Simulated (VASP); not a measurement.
# Se (P-1) in VASP: single point with PBE

Aim: the single point of Se with PBE.

Everything below comes from runs of VASP 6.6.1. Logs are shortened: lines on timing, memory, paths and dates and some standing lists are left out, and cuts for length are marked.

**1. The cell of the first run**

The typed cell holds 2 atoms: a = 4.420 Å, b = 4.420 Å, c = 4.420 Å, α = 60.00°, β = 60.00°, γ = 60.00°.

**2. Single point, PBE (one atom moved)**

INCAR reads:

```
SYSTEM = Se
  ALGO = Normal
  EDIFF = 1E-6
  ENCUT = 520
  GGA = PE
  ISIF = 2
  ISMEAR = 0
  LASPH = .True.
  LCHARG = .False.
  LREAL = .False.
  LWAVE = .False.
  NBANDS = 13
  NELM = 60
  PREC = Accurate
  SIGMA = 0.1
```

KPOINTS reads:

```
k-points
0
Gamma
  10 10 10
  0 0 0
```

POSCAR reads:

```
Se
1.0
    0.0000000000      3.1255665700      3.1255665700
    3.1255665700      0.0000000000      3.1255665700
    3.1255665700      3.1255665700      0.0000000000
Se
2
Direct
    0.4800260213      0.5022683887      0.5204346951
    0.7500000000      0.7500000000      0.7500000000
```

Potentials or basis: VASP PAW PBE potentials, release 64 (Se).

Command:

```
cat potpaw_PBE.64/Se/POTCAR > POTCAR
mpirun -np 1 vasp_std > vasp.out
```

OUTCAR:

```text
SYSTEM = Se
   EDIFF = 1E-6
   ENCUT = 520
   GGA = PE
   ISIF = 2
   ISMEAR = 0
   LASPH = .True.
   LREAL = .False.
   NELM = 60
   PREC = Accurate

 ion  position               nearest neighbor table
   1  0.480  0.502  0.520-   2 2.64   2 2.70   2 2.72   2 2.78
   2  0.750  0.750  0.750-   1 2.64   1 2.70   1 2.72   1 2.78

  LATTYP: Found a face centered cubic cell.
 ALAT       =     6.2511331400

  Lattice vectors:

 A1 = (   0.0000000000,   3.1255665700,   3.1255665700)
 A2 = (   3.1255665700,   0.0000000000,   3.1255665700)
 A3 = (   3.1255665700,   3.1255665700,   0.0000000000)

Analysis of symmetry for initial positions (statically):
=====================================================================
 Subroutine PRICEL returns:
 Original cell was already a primitive cell.

 Routine SETGRP: Setting up the symmetry group for a
 face centered cubic supercell.

 Subroutine GETGRP returns: Found  2 space group operations
 (whereof  1 operations were pure point group operations)
 out of a pool of 48 trial point group operations.

The static configuration has the point symmetry C_1 .
 The point group associated with its full space group is S_2 .

Analysis of symmetry for dynamics (positions and initial velocities):
=====================================================================
 Subroutine PRICEL returns:
 Original cell was already a primitive cell.

 Routine SETGRP: Setting up the symmetry group for a
 face centered cubic supercell.

 Subroutine GETGRP returns: Found  2 space group operations
 (whereof  1 operations were pure point group operations)
 out of a pool of 48 trial point group operations.

The dynamic configuration has the point symmetry C_1 .
 The point group associated with its full space group is S_2 .

 Subroutine INISYM returns: Found  2 space group operations
 (whereof  1 operations are pure point group operations),
 and found     1 'primitive' translations

----------------------------------------------------------------------------------------

                                     Primitive cell

  volume of cell :      61.0684

  direct lattice vectors                    reciprocal lattice vectors
     0.000000000  3.125566570  3.125566570    -0.159970997  0.159970997  0.159970997
     3.125566570  0.000000000  3.125566570     0.159970997 -0.159970997  0.159970997
     3.125566570  3.125566570  0.000000000     0.159970997  0.159970997 -0.159970997

  length of vectors
     4.420218633  4.420218633  4.420218633     0.277077894  0.277077894  0.277077894

  position of ions in fractional coordinates (direct lattice)
     0.480026021  0.502268389  0.520434695
     0.750000000  0.750000000  0.750000000

  ion indices of the primitive-cell ions
   primitive index   ion index
                 1           1
                 2           2

----------------------------------------------------------------------------------------

 KPOINTS: k-points

Automatic generation of k-mesh.
 Grid dimensions read from file:
 generate k-points for:   10   10   10

 Generating k-lattice:

  Cartesian coordinates                     Fractional coordinates (reciprocal lattice)
    -0.015997100  0.015997100  0.015997100     0.100000000  0.000000000  0.000000000
     0.015997100 -0.015997100  0.015997100     0.000000000  0.100000000  0.000000000
     0.015997100  0.015997100 -0.015997100     0.000000000  0.000000000  0.100000000

  Length of vectors
     0.027707789  0.027707789  0.027707789

  Shift w.r.t. Gamma in fractional coordinates (k-lattice)
     0.000000000  0.000000000  0.000000000

 Subroutine IBZKPT returns following result:
 ===========================================

 Found    504 irreducible k-points:

 Following reciprocal coordinates:
            Coordinates               Weight
  0.000000  0.000000  0.000000      1.000000
  0.100000  0.000000  0.000000      2.000000
  0.000000  0.100000  0.000000      2.000000
  0.000000  0.000000  0.100000      2.000000
  0.100000  0.100000  0.100000      2.000000
  0.200000  0.000000  0.000000      2.000000
[... 16 lines left out ...]
  0.000000  0.100000  0.100000      2.000000
  0.100000  0.000000  0.100000      2.000000
 [... further k-points ...]
   k-points           NKPTS =    504   k-points in BZ     NKDIM =    504   number of bands    NBANDS=     13
   number of dos      NEDOS =    301   number of ions     NIONS =      2
   total plane-waves  NPLWV =  46656
   dimension x,y,z NGX =    36 NGY =   36 NGZ =   36
   dimension x,y,z NGXF=    72 NGYF=   72 NGZF=   72
   ions per type =               2
   NGX,Y,Z   is equivalent  to a cutoff of  13.54, 13.54, 13.54 a.u.
   NGXF,Y,Z  is equivalent  to a cutoff of  27.08, 27.08, 27.08 a.u.
 SYSTEM =  Se
   PREC   = accura    normal or accurate (medium, high low for compatibility)
   ISTART =      0    job   : 0-new  1-cont  2-samecut
   ICHARG =      2    charge: 1-file 2-atom 10-const
   ISPIN  =      1    spin polarized calculation?
   LNONCOLLINEAR =      F non collinear calculations
   LSORBIT =      F    spin-orbit coupling
   LASPH  =      T    aspherical Exc in radial PAW
   ENCUT  =  520.0 eV  38.22 Ry    6.18 a.u.   8.22  8.22  8.22*2*pi/ulx,y,z
   NELM   =     60;   NELMIN=  2; NELMDL= -5     # of ELM steps
   EDIFF  = 0.1E-05   stopping-criterion for ELM
   LREAL  =      F    real-space projection
   EDIFFG = 0.1E-04   stopping-criterion for IOM
   NSW    =      0    number of steps for IOM
   IBRION =     -1    ionic relax: 0-MD 1-quasi-New 2-CG
   NFREE  =      0    steps in history (QN), initial steepest desc. (CG)
   ISIF   =      2    stress and relaxation
   ISYM   =      2    0-nonsym 1-usesym 2-fastsym
   POTIM  = 0.5000    time-step for ionic-motion
   TEBEG  =    0.0;   TEEND  =   0.0 temperature during run
   PSTRESS=    0.0 pullay stress
   NELECT =      12.0000    total number of electrons
   NUPDOWN=      -1.0000    fix difference up-down
   EMIN   =  10.00;   EMAX   =-10.00  energy-range for DOS
   EFERMI =   0.00;   METHOD = LEGACY
   ISMEAR =     0;   SIGMA  =   0.10  broadening in eV -4-tet -1-fermi 0-gaus
   EFERMI_NEDOS =   21; number of points for ismear=-14 and -15
   IALGO  =     38    algorithm
   IMIX   =      4    mixing-type and parameters
     AMIX     =   0.40;   BMIX     =  1.00
     AMIX_MAG =   1.60;   BMIX_MAG =  1.00
  volume/ion in A,a.u.               =      30.53       206.05
  Fermi-wavevector in a.u.,A,eV,Ry     =   0.951765  1.798575 12.324933  0.905857
  Thomas-Fermi vector in A             =   2.080266
   LORBIT       =      0    0 simple, 1 ext, 2 COOP (PROOUT), +10 PAW based schemes
   GGA     = PE    functional components
   LHFCALC =     F    Hartree Fock is set to
   AEXX    =    0.0000 exact exchange contribution
   IVDW    =     0    specifies the selected vdW correction
   LEPSILON=     F    determine dielectric tensor
   LRPA    =     F    only Hartree local field effects (RPA)
 non-spin polarized calculation
 Gauss-broadening in eV      SIGMA  =   0.10
  energy-cutoff  :      520.00
  volume of cell :       61.07
 maximum number of plane-waves:      1676
 NGX is ok and might be reduce to    36
   NGX = 17   NGY = 17   NGZ = 17

 number of electron      12.0000000 magnetization

 Free energy of the ion-electron system (eV)
  ---------------------------------------------------
  ext. energy  EPLUGINS =         0.00000000
  ---------------------------------------------------
  free energy    TOTEN  =        -6.02053274 eV

  energy without entropy =       -6.01157344  energy(sigma->0) =       -6.01605309

 E-fermi :   2.3027     XC(G=0):  -8.3104

 val. band max:        2.3024861056   @ k =  -0.4000   0.0000   0.2000
 cond. band min:       2.3048390803   @ k =   0.4000  -0.1000  -0.2000
 fundamental gap:      0.0023529747
 Fermi energy:         2.3027087259

 k-point     1 :       0.0000    0.0000    0.0000
  band No.  band energies     occupation
      1     -13.1584      2.00000
      2      -7.7947      2.00000
      3      -1.5559      2.00000
      4      -1.1718      2.00000
      5      -0.7773      2.00000
      6       1.2699      2.00000
      7       1.5313      2.00000
      8       1.8360      2.00000
      9       6.7426      0.00000
     10       9.9755      0.00000
     11       9.9936      0.00000
     12      11.6622      0.00000
     13      11.9343      0.00000

 k-point     2 :       0.1000    0.0000    0.0000
  band No.  band energies     occupation
      1     -13.0853      2.00000
      2      -7.9977      2.00000
      3      -1.5219      2.00000
      4      -1.2790      2.00000
      5      -0.9010      2.00000
      6       1.4360      2.00000
      7       1.7007      2.00000
      8       1.9235      2.00000
      9       7.0727      0.00000
     10       9.6543      0.00000
     11       9.6727      0.00000
     12      11.8328      0.00000
     13      12.3445      0.00000

 k-point     3 :       0.0000    0.1000    0.0000
  band No.  band energies     occupation
      1     -13.0911      2.00000
      2      -7.9702      2.00000
      3      -1.6271      2.00000
      4      -1.2296      2.00000
      5      -0.8842      2.00000
      6       1.4058      2.00000
      7       1.6736      2.00000
      8       1.9776      2.00000
      9       7.0743      0.00000
     10       9.6942      0.00000
     11       9.7126      0.00000
     12      11.5855      0.00000
     13      12.3730      0.00000

 k-point     4 :       0.0000    0.0000    0.1000
  band No.  band energies     occupation
      1     -13.0958      2.00000
      2      -7.9482      2.00000
      3      -1.6268      2.00000
      4      -1.2535      2.00000
      5      -0.9178      2.00000
      6       1.4743      2.00000
      7       1.6464      2.00000
      8       1.9570      2.00000
      9       7.0805      0.00000
     10       9.7262      0.00000
     11       9.7408      0.00000
     12      11.4073      0.00000
     13      12.5278      0.00000

 k-point     5 :       0.1000    0.1000    0.1000
  band No.  band energies     occupation
      1     -13.0898      2.00000
      2      -7.9764      2.00000
      3      -1.6162      2.00000
      4      -1.2268      2.00000
      5      -0.8865      2.00000
      6       1.4097      2.00000
      7       1.6664      2.00000
      8       1.9791      2.00000
      9       7.0734      0.00000
     10       9.6842      0.00000
     11       9.7054      0.00000
     12      11.6395      0.00000
     13      12.3444      0.00000
[... 257 lines left out ...]
 k-point    22 :       0.1000    0.1000    0.0000
  band No.  band energies     occupation
      1     -13.0674      2.00000
      2      -8.0304      2.00000
      3      -1.6737      2.00000
      4      -1.2892      2.00000
      5      -0.8116      2.00000
      6       1.2828      2.00000
      7       1.7946      2.00000
      8       2.0822      1.99818
      9       7.1888      0.00000
     10       9.1637      0.00000
     11      10.1251      0.00000
     12      11.9881      0.00000
     13      12.2961      0.00000

 k-point    23 :       0.0000    0.1000    0.1000
  band No.  band energies     occupation
      1     -13.0676      2.00000
      2      -8.0293      2.00000
      3      -1.7084      2.00000
      4      -1.2259      2.00000
      5      -0.8449      2.00000
      6       1.3051      2.00000
      7       1.7507      2.00000
      8       2.1081      1.99408
      9       7.1876      0.00000
     10       9.1696      0.00000
     11      10.1193      0.00000
     12      11.9560      0.00000
     13      12.3496      0.00000

 k-point    24 :       0.1000    0.0000    0.1000
  band No.  band energies     occupation
      1     -13.0671      2.00000
      2      -8.0323      2.00000
      3      -1.5873      2.00000
      4      -1.4114      2.00000
      5      -0.7684      2.00000
      6       1.2526      2.00000
      7       1.8814      2.00000
      8       2.0190      1.99994
      9       7.1908      0.00000
     10       9.1547      0.00000
     11      10.1338      0.00000
     12      12.0718      0.00000
     13      12.1876      0.00000

 [... further k-points ...]

------------------------ aborting loop because EDIFF is reached ----------------------------------------

  FORCE on cell =-STRESS in cart. coord.  units (eV):
  Direction    XX          YY          ZZ          XY          YZ          ZX
  --------------------------------------------------------------------------------------
  -------------------------------------------------------------------------------------
  Total        0.6024027      0.6004605      0.6040163      0.5433270     -0.6939811      0.0535311
  in kB       15.8045178     15.7535634     15.8468513     14.2546184    -18.2071513      1.4044306
  external PRESSURE =      15.8016442 kB  Pullay stress =       0.0000000 kB

 VOLUME and BASIS-vectors are now :
 -----------------------------------------------------------------------------
  energy-cutoff  :      520.00
  volume of cell :       61.07
      direct lattice vectors                 reciprocal lattice vectors
     0.000000000  3.125566570  3.125566570    -0.159970997  0.159970997  0.159970997
     3.125566570  0.000000000  3.125566570     0.159970997 -0.159970997  0.159970997
     3.125566570  3.125566570  0.000000000     0.159970997  0.159970997 -0.159970997

 POSITION                                       TOTAL-FORCE (eV/Angst)
 -----------------------------------------------------------------------------------
      3.19653      3.12701      3.07023         0.589899     -0.118183     -0.459440
      4.68835      4.68835      4.68835        -0.589899      0.118183      0.459440
 -----------------------------------------------------------------------------------
    total drift:                                0.000000     -0.000000      0.000000

  FREE ENERGIE OF THE ION-ELECTRON SYSTEM (eV)
  ---------------------------------------------------
  free  energy   TOTEN  =        -6.0205327358 eV

  energy  without entropy=       -6.0115734379  energy(sigma->0) =       -6.01605309
```

Wall time 3.4 min (1 thread of Intel Xeon Platinum 8488C (Sapphire Rapids), shared host); peak memory 0.46 GiB.

What came out:

| Quantity | Value |
| --- | --- |
| Free energy | -6.0205 eV |
| Pressure | 1.6 GPa |
| Largest force | 0.757 eV/Å |
| Band gap on the k mesh | zero (bands 6 and 7 overlap by 1.05 eV) |

Forces in eV/Å, atoms in the order of the input:
```
Se   0.590 -0.118 -0.459
Se  -0.590  0.118  0.459
```

Caveat: the cell differs from its parent crystal (one atom moved).
